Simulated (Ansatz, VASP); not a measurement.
**BN: VASP beside Ansatz**

File INCAR:

```
ALGO = Normal
EDIFF = 1E-7
EDIFFG = -0.005
ENCUT = 600
GGA = PS
GGA_COMPAT = F
IBRION = 2
ISIF = 3
ISMEAR = 0
LASPH = T
LCHARG = F
LREAL = F
LWAVE = F
NELM = 120
NELMIN = 4
NSW = 70
PREC = Accurate
SIGMA = 0.02
```

The input KPOINTS:

```
k-points
0
Gamma
  12 12 12
```

Contents of POSCAR:

```
BN
1.0
    0.0000000000      1.8123266330      1.8123266330
    1.8123266330      0.0000000000      1.8123266330
    1.8123266330      1.8123266330      0.0000000000
B N
1 1
Direct
    0.0000000000      0.0000000000      0.0000000000
    0.2500000000      0.2500000000      0.2500000000
```

Input for Ansatz:

```yaml
crystal:
  lattice:
    - [0.0, 1.812326633, 1.812326633]
    - [1.812326633, 0.0, 1.812326633]
    - [1.812326633, 1.812326633, 0.0]
  atoms:
    - { symbol: B, position: [0.0, 0.0, 0.0] }
    - { symbol: "N", position: [0.25, 0.25, 0.25] }
basis:
  ecutwfc: 420
kpoints:
  mp_grid: { grid: [12, 12, 12] }
hamiltonian:
  xc: pbesol
scf:
  occupations: { method: gaussian, width: 0.02 }
output:
  forces: true
  stress: true
  eigenvalues: true
relax:
  adjacent_minimum: "off"
  f_tol: 0.005
  max_steps: 50
  cell: { stress_tol: 0.05 }
```

Alike in both runs: task relaxation of cell and atoms; functional PBEsol; k mesh 12 × 12 × 12; occupations gaussian, width 0.02 eV; no spin polarisation.

```csv
,VASP,Ansatz
version,VASP 6.6.1,Ansatz 0.2.0
potentials or method,"VASP PAW PBE potentials, release 64 (B, N), cutoff 600 eV","scalar-relativistic, plane waves, PAW"
valence electrons in the cell,8,8
```

|  | VASP | Ansatz | Ansatz less VASP |
| --- | --- | --- | --- |
| gap on the k mesh at the Fermi level, each at its own relaxed structure (eV) | 4.28 | 4.30 | +0.014 |
| relaxed volume (Å³/atom) | 5.86 | 5.86 | -0.005 |
| relaxed cell length with the largest relative difference (Å) | 2.550 | 2.550 | -0.0007 |

VASP's potentials were made for PBE, not for PBEsol.
